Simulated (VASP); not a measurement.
# Zr4ScCu (Cmmm) in VASP: single point with PBE

Aim: the single point of Zr4ScCu with PBE.

Everything below comes from runs of VASP 6.6.1. Logs are shortened: lines on timing, memory, paths and dates and some standing lists are left out, and cuts for length are marked.

### Step 1. The cell of the first run

It takes space group Cmmm (No. 65, orthorhombic). Conventional cell: a = 6.140 Å, b = 9.341 Å, c = 4.804 Å, α = 90.00°, β = 90.00°, γ = 90.00°. Zr (site symmetry m2m) has 2 Cu at 2.84 Å and 7 Zr at 2.97 to 3.48 Å and 3 Sc at 3.15 to 3.42 Å within 3.7 Å. Within 3.7 Å of Zr (site symmetry 2/m) lie 2 Cu at 2.79 Å and 6 Zr at 2.97 to 3.07 Å and 4 Sc at 3.68 Å. Within 4.2 Å of Sc (site symmetry mmm) lie 14 Zr at 3.15 to 3.68 Å and 4 Cu at 3.90 Å. Within 3.7 Å of Cu (site symmetry mmm) lie 8 Zr at 2.79 to 2.84 Å.

The cell was generated, and may not be a known phase.

### Step 2. Single point, PBE, collinear spin

Input file INCAR:

```
PREC = Accurate
ENCUT = 600
EDIFF = 1E-6
ISMEAR = 0
SIGMA = 0.1
LREAL = F
LASPH = T
NELM = 200
ALGO = Normal
ISIF = 2
LWAVE = F
LCHARG = F
ISPIN = 2
MAGMOM = 1 1 1 1 1 0
LORBIT = 11
LMAXMIX = 4
GGA = PE
NBANDS = 48
GGA_COMPAT = F
```

Input file KPOINTS:

```
regular mesh
0
Gamma
  4 4 4
```

Input file POSCAR:

```
Zr4ScCu
1.0
    3.0698010002     -4.6707072307      0.0000000000
    3.0698010002      4.6707072307      0.0000000000
    0.0000000000      0.0000000000      4.8035786639
Zr Sc Cu
4 1 1
Direct
    0.3376278232      0.6623721768      0.0000000000
    0.6623721768      0.3376278232      0.0000000000
    0.5000000000      0.0000000000      0.5000000000
    0.0000000000      0.5000000000      0.5000000000
    0.0000000000      0.0000000000      0.0000000000
    0.5000000000      0.5000000000      0.5000000000
```

Potentials or basis: VASP PAW PBE potentials, release 64 (Zr_sv, Sc_sv, Cu).

Launch:

```console
> cat potpaw_PBE.64/Zr_sv/POTCAR potpaw_PBE.64/Sc_sv/POTCAR potpaw_PBE.64/Cu/POTCAR > POTCAR
> mpirun -np 1 vasp_std > vasp.out
```

OUTCAR:

```text
PREC = Accurate
   ENCUT = 600
   EDIFF = 1E-6
   ISMEAR = 0
   LREAL = F
   LASPH = T
   NELM = 200
   ISIF = 2
   ISPIN = 2
   LORBIT = 11
   GGA = PE

 ion  position               nearest neighbor table
   1  0.338  0.662  0.000-   6 2.84   6 2.84   3 2.97   3 2.97   4 2.97   4 2.97   2 3.03   5 3.15
                             5 3.42   5 3.42   2 3.48   2 3.48
   2  0.662  0.338  0.000-   6 2.84   6 2.84   3 2.97   3 2.97   4 2.97   4 2.97   1 3.03   5 3.15
                             5 3.42   5 3.42   1 3.48   1 3.48
   3  0.500  0.000  0.500-   6 2.79   6 2.79   1 2.97   1 2.97   2 2.97   2 2.97   4 3.07   4 3.07

   4  0.000  0.500  0.500-   6 2.79   6 2.79   1 2.97   1 2.97   2 2.97   2 2.97   3 3.07   3 3.07

   5  0.000  0.000  0.000-   1 3.15   2 3.15   2 3.42   1 3.42   2 3.42   1 3.42
   6  0.500  0.500  0.500-   3 2.79   4 2.79   3 2.79   4 2.79   1 2.84   2 2.84   1 2.84   2 2.84

  LATTYP: Found a base centered orthorhombic cell.
 ALAT       =     6.1396020004
 B/A-ratio  =     1.5215016317
 C/A-ratio  =     0.7823925172

  Lattice vectors:

 A1 = (   3.0698010002,  -4.6707072307,   0.0000000000)
 A2 = (   3.0698010002,   4.6707072307,   0.0000000000)
 A3 = (   0.0000000000,   0.0000000000,   4.8035786639)

Analysis of symmetry for initial positions (statically):
=====================================================================
 Subroutine PRICEL returns:
 Original cell was already a primitive cell.

 Routine SETGRP: Setting up the symmetry group for a
 base centered orthorhombic supercell.

 Subroutine GETGRP returns: Found  8 space group operations
 (whereof  8 operations were pure point group operations)
 out of a pool of  8 trial point group operations.

The static configuration has the point symmetry D_2h.

Analysis of symmetry for dynamics (positions and initial velocities):
=====================================================================
 Subroutine PRICEL returns:
 Original cell was already a primitive cell.

 Routine SETGRP: Setting up the symmetry group for a
 base centered orthorhombic supercell.

 Subroutine GETGRP returns: Found  8 space group operations
 (whereof  8 operations were pure point group operations)
 out of a pool of  8 trial point group operations.

The dynamic configuration has the point symmetry D_2h.

Analysis of structural, dynamic, and magnetic symmetry:
=====================================================================
 Subroutine PRICEL returns:
 Original cell was already a primitive cell.

 Routine SETGRP: Setting up the symmetry group for a
 base centered orthorhombic supercell.

 Subroutine GETGRP returns: Found  8 space group operations
 (whereof  8 operations were pure point group operations)
 out of a pool of  8 trial point group operations.

The overall configuration has the point symmetry D_2h.

 Subroutine INISYM returns: Found  8 space group operations
 (whereof  8 operations are pure point group operations),
 and found     1 'primitive' translations

----------------------------------------------------------------------------------------

                                     Primitive cell

  volume of cell :     137.7488

  direct lattice vectors                    reciprocal lattice vectors
     3.069801000 -4.670707231  0.000000000     0.162877007 -0.107050169  0.000000000
     3.069801000  4.670707231  0.000000000     0.162877007  0.107050169  0.000000000
     0.000000000  0.000000000  4.803578664     0.000000000  0.000000000  0.208178125

  length of vectors
     5.589202467  5.589202467  4.803578664     0.194906794  0.194906794  0.208178125

  position of ions in fractional coordinates (direct lattice)
     0.337627823  0.662372177  0.000000000
     0.662372177  0.337627823  0.000000000
     0.500000000  0.000000000  0.500000000
     0.000000000  0.500000000  0.500000000
     0.000000000  0.000000000  0.000000000
     0.500000000  0.500000000  0.500000000

  ion indices of the primitive-cell ions
   primitive index   ion index
[... 36 lines left out ...]
  0.250000  0.000000  0.000000      4.000000
  0.500000  0.000000  0.000000      2.000000
  0.250000  0.250000  0.000000      2.000000
  0.500000  0.250000  0.000000      4.000000
 -0.250000  0.250000  0.000000      2.000000
[... 13 lines left out ...]
 -0.250000  0.250000  0.500000      2.000000
  0.500000  0.500000  0.500000      1.000000
   k-points           NKPTS =     21   k-points in BZ     NKDIM =     21   number of bands    NBANDS=     48
   number of dos      NEDOS =    301   number of ions     NIONS =      6
   total plane-waves  NPLWV =  92160
   dimension x,y,z NGX =    48 NGY =   48 NGZ =   40
   dimension x,y,z NGXF=    96 NGYF=   96 NGZF=   80
   ions per type =               4   1   1
   NGX,Y,Z   is equivalent  to a cutoff of  14.28, 14.28, 13.84 a.u.
   NGXF,Y,Z  is equivalent  to a cutoff of  28.55, 28.55, 27.69 a.u.
 SYSTEM =  unknown system
   PREC   = accura    normal or accurate (medium, high low for compatibility)
   ISTART =      0    job   : 0-new  1-cont  2-samecut
   ICHARG =      2    charge: 1-file 2-atom 10-const
   ISPIN  =      2    spin polarized calculation?
   LNONCOLLINEAR =      F non collinear calculations
   LSORBIT =      F    spin-orbit coupling
   LASPH  =      T    aspherical Exc in radial PAW
   ENCUT  =  600.0 eV  44.10 Ry    6.64 a.u.  11.16 11.16  9.59*2*pi/ulx,y,z
   NELM   =    200;   NELMIN=  2; NELMDL= -5     # of ELM steps
   EDIFF  = 0.1E-05   stopping-criterion for ELM
   LREAL  =      F    real-space projection
   EDIFFG = 0.1E-04   stopping-criterion for IOM
   NSW    =      0    number of steps for IOM
   IBRION =     -1    ionic relax: 0-MD 1-quasi-New 2-CG
   NFREE  =      0    steps in history (QN), initial steepest desc. (CG)
   ISIF   =      2    stress and relaxation
   ISYM   =      2    0-nonsym 1-usesym 2-fastsym
   POTIM  = 0.5000    time-step for ionic-motion
   TEBEG  =    0.0;   TEEND  =   0.0 temperature during run
   PSTRESS=    0.0 pullay stress
   NELECT =      70.0000    total number of electrons
   NUPDOWN=      -1.0000    fix difference up-down
   EMIN   =  10.00;   EMAX   =-10.00  energy-range for DOS
   EFERMI =   0.00;   METHOD = LEGACY
   ISMEAR =     0;   SIGMA  =   0.10  broadening in eV -4-tet -1-fermi 0-gaus
   EFERMI_NEDOS =   21; number of points for ismear=-14 and -15
   IALGO  =     38    algorithm
   IMIX   =      4    mixing-type and parameters
     AMIX     =   0.40;   BMIX     =  1.00
     AMIX_MAG =   1.60;   BMIX_MAG =  1.00
  volume/ion in A,a.u.               =      22.96       154.93
  Fermi-wavevector in a.u.,A,eV,Ry     =   1.306406  2.468750 23.221027  1.706697
  Thomas-Fermi vector in A             =   2.437210
   LORBIT       =     11    0 simple, 1 ext, 2 COOP (PROOUT), +10 PAW based schemes
   GGA     = PE    functional components
   LHFCALC =     F    Hartree Fock is set to
   AEXX    =    0.0000 exact exchange contribution
   IVDW    =     0    specifies the selected vdW correction
   LEPSILON=     F    determine dielectric tensor
   LRPA    =     F    only Hartree local field effects (RPA)
 spin polarized calculation
 Gauss-broadening in eV      SIGMA  =   0.10
  energy-cutoff  :      600.00
  volume of cell :      137.75
 maximum number of plane-waves:      4624
 NGX is ok and might be reduce to    48
   NGX = 23   NGY = 23   NGZ = 19

 number of electron      69.9999992 magnetization       0.0019367

 Free energy of the ion-electron system (eV)
  ---------------------------------------------------
  ext. energy  EPLUGINS =         0.00000000
  ---------------------------------------------------
  free energy    TOTEN  =       -42.73803336 eV

  energy without entropy =      -42.69950514  energy(sigma->0) =      -42.71876925

 E-fermi :   7.0503     XC(G=0): -10.6286

 val. band max:        7.0501614137   @ k =   0.2500   0.2500   0.2500
 cond. band min:       7.0520995151   @ k =   0.2500   0.0000   0.0000
 fundamental gap:      0.0019381013
 Fermi energy:         7.0503111907

 spin component 1

 k-point     1 :       0.0000    0.0000    0.0000
  band No.  band energies     occupation
      1     -42.9440      1.00000
      2     -41.5412      1.00000
      3     -41.3869      1.00000
      4     -41.3129      1.00000
      5     -41.2968      1.00000
      6     -21.6191      1.00000
[... 1039 lines left out ...]
     46       9.5229      0.00000
     47       9.7117      0.00000
 Fermi energy:         7.0503111907

 spin component 2

 k-point     1 :       0.0000    0.0000    0.0000
  band No.  band energies     occupation
      1     -42.9441      1.00000
      2     -41.5410      1.00000
      3     -41.3868      1.00000
      4     -41.3126      1.00000
      5     -41.2965      1.00000
      6     -21.6192      1.00000
[... 1039 lines left out ...]
     46       9.5231      0.00000
     47       9.7120      0.00000
 [bands above 47 left out]

------------------------ aborting loop because EDIFF is reached ----------------------------------------

  FORCE on cell =-STRESS in cart. coord.  units (eV):
  Direction    XX          YY          ZZ          XY          YZ          ZX
  --------------------------------------------------------------------------------------
  -------------------------------------------------------------------------------------
  Total        0.3303801      0.4172313     -0.0402689      0.0000000      0.0000000      0.0000000
  in kB        3.8427014      4.8528819     -0.4683742      0.0000000      0.0000000      0.0000000
  external PRESSURE =       2.7424030 kB  Pullay stress =       0.0000000 kB

 VOLUME and BASIS-vectors are now :
 -----------------------------------------------------------------------------
  energy-cutoff  :      600.00
  volume of cell :      137.75
      direct lattice vectors                 reciprocal lattice vectors
     3.069801000 -4.670707231  0.000000000     0.162877007 -0.107050169  0.000000000
     3.069801000  4.670707231  0.000000000     0.162877007  0.107050169  0.000000000
     0.000000000  0.000000000  4.803578664     0.000000000  0.000000000  0.208178125

 POSITION                                       TOTAL-FORCE (eV/Angst)
 -----------------------------------------------------------------------------------
      3.06980      1.51679      0.00000        -0.000000     -0.064393     -0.000000
      3.06980     -1.51679      0.00000        -0.000000      0.064393      0.000000
      1.53490     -2.33535      2.40179        -0.000000      0.000000      0.000000
      1.53490      2.33535      2.40179        -0.000000      0.000000      0.000000
      0.00000      0.00000      0.00000         0.000000      0.000000      0.000000
      3.06980      0.00000      2.40179        -0.000000      0.000000      0.000000
 -----------------------------------------------------------------------------------
    total drift:                               -0.000000     -0.000000      0.000000

  FREE ENERGIE OF THE ION-ELECTRON SYSTEM (eV)
  ---------------------------------------------------
  free  energy   TOTEN  =       -42.7380333561 eV

  energy  without entropy=      -42.6995051386  energy(sigma->0) =      -42.71876925

 total charge

# of ion       s       p       d       tot
------------------------------------------
    1        2.242   5.951   1.721   9.914
    2        2.242   5.951   1.721   9.914
    3        2.236   5.937   1.740   9.913
    4        2.236   5.937   1.740   9.913
    5        2.224   6.107   0.873   9.204
    6        0.541   0.385   9.088  10.014
--------------------------------------------------
tot         11.722  30.268  16.883  58.872

 magnetization (x)

# of ion       s       p       d       tot
------------------------------------------
    1        0.000   0.000   0.000   0.000
    2        0.000   0.000   0.000   0.000
    3        0.000  -0.000   0.000   0.000
    4        0.000  -0.000   0.000   0.000
    5       -0.000  -0.000  -0.000  -0.000
    6       -0.000   0.000   0.000   0.000
--------------------------------------------------
tot          0.000   0.000   0.001   0.001
```

Run time: 5.4 min. Hardware: 1 thread of Intel Xeon Platinum 8488C (Sapphire Rapids), shared host; peak memory 0.53 GiB.

Results:

```
Free energy                                           : -42.7380 eV
Pressure                                              : 0.3 GPa
Largest force                                         : 0.064 eV/Å
Band gap on the k mesh                                : zero (filled and empty bands overlap)
Net moment                                            : 0.00 μB per cell
Valence electrons inside the program's atomic spheres : Zr 9.91; Sc 9.20; Cu 10.01
```

Forces in eV/Å, atoms in the order of the input:
```
Zr   0.000 -0.064  0.000
Zr   0.000  0.064  0.000
Zr   0.000  0.000  0.000
Zr   0.000  0.000  0.000
Sc   0.000  0.000  0.000
Cu   0.000  0.000  0.000
```

Stress tensor (GPa, compression positive):
```
 0.38  0.00  0.00
 0.00  0.49  0.00
 0.00  0.00 -0.05
```
